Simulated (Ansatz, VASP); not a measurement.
# B3As2N in VASP and in Ansatz

```
CELL_PARAMETERS angstrom
3.17233 0.00000 0.00000
-1.58617 2.74732 0.00000
0.00000 0.00000 7.69381
ATOMIC_POSITIONS crystal
N 0.00000 0.00000 0.98900
As 0.33333 0.66667 0.32050
As 0.66667 0.33333 0.68298
B 0.33333 0.66667 0.05493
B 0.66667 0.33333 0.41682
B 0.00000 0.00000 0.78576
```

Alike in both runs: task single point; functional PBE; k mesh 12 × 12 × 4; occupations fermi-dirac, width 0.02 eV; no spin polarisation.

```csv
,VASP,Ansatz
version,VASP 6.6.1,Ansatz 0.2.0
potentials or method,"VASP PAW PBE potentials, release 64 (N, As, B)","plane waves, PAW"
plane-wave cutoff (eV),520,420
valence electrons in the cell,24,44
```

|  | VASP | Ansatz | Ansatz less VASP |
| --- | --- | --- | --- |
| pressure (GPa) | 3.3 | 2.5 | -0.83 |
| traceless stress, the component that is largest in VASP (GPa) | 0.33 | 0.30 | -0.031 |
| rms of the force components (eV/Å) | 0.078 | 0.059 | -0.0183 |

Atom by atom the forces differ by 0.019 eV/Å (rms over components). VASP's potentials hold 24 valence electrons a cell and Ansatz's 44, so a difference there can come from the potentials and not from the codes.
